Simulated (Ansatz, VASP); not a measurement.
Two plane-wave programs on BPd4

INCAR

```
PREC = Accurate
ENCUT = 540
EDIFF = 1E-6
ISMEAR = 0
SIGMA = 0.1
LREAL = F
LASPH = T
NELM = 120
ALGO = Normal
ISIF = 2
LWAVE = F
LCHARG = F
GGA = PE
NBANDS = 46
GGA_COMPAT = F
```

File KPOINTS:

```
Automatic mesh
0
Gamma
  4 4 4
```

Contents of POSCAR:

```
BPd4
1.0
    4.6152548200      0.0000000000      0.0000000000
    0.0000000000      4.6152548200      0.0000000000
    0.0000000000      0.0000000000      3.8225182500
B Pd
1 4
Direct
    0.5000000000      0.5000000000      0.0000000000
    0.2950103500      0.0000000000      0.5000000000
    0.7049896500      0.0000000000      0.5000000000
    0.0000000000      0.2950103500      0.5000000000
    0.0000000000      0.7049896500      0.5000000000
```

Input for Ansatz:

```yaml
crystal:
  lattice:
    - [4.61525482, 0.0, 0.0]
    - [0.0, 4.61525482, 0.0]
    - [0.0, 0.0, 3.82251825]
  atoms:
    - { symbol: B, position: [0.5, 0.5, 0.0] }
    - { symbol: Pd, position: [0.29501035, 0.0, 0.5] }
    - { symbol: Pd, position: [0.70498965, 0.0, 0.5] }
    - { symbol: Pd, position: [0.0, 0.29501035, 0.5] }
    - { symbol: Pd, position: [0.0, 0.70498965, 0.5] }
basis:
  ecutwfc: 420
kpoints:
  mp_grid: { grid: [4, 4, 4] }
hamiltonian:
  xc: pbe
scf:
  occupations: { method: gaussian, width: 0.1 }
  lower_state_search: "off"
output:
  forces: true
  stress: true
  eigenvalues: true
```

Alike in both runs: task single point; functional PBE; k mesh 4 × 4 × 4; occupations gaussian, width 0.1 eV; no spin polarisation.

|  | VASP | Ansatz |
| --- | --- | --- |
| version | VASP 6.6.1 | Ansatz 0.2.0 |
| potentials or method | VASP PAW PBE potentials, release 64 (B, Pd_sv_GW), cutoff 540 eV | scalar-relativistic, plane waves, PAW |
| valence electrons in the cell | 75 | 75 |

Ansatz gave:

| Quantity | Value |
| --- | --- |
| gap on the k mesh at the Fermi level (eV) | none |
| rms of the force components (eV/Å) | 3.906 |

Task: What did VASP give for the same quantities?

Result: gap on the k mesh at the Fermi level (eV): none; rms of the force components (eV/Å): 3.926.

Atom by atom the forces differ by 0.019 eV/Å (rms over components). A gap of «none» marks a metal or a gap that the smearing closes.

The k mesh is coarse, so the values compare programs but aren't converged.
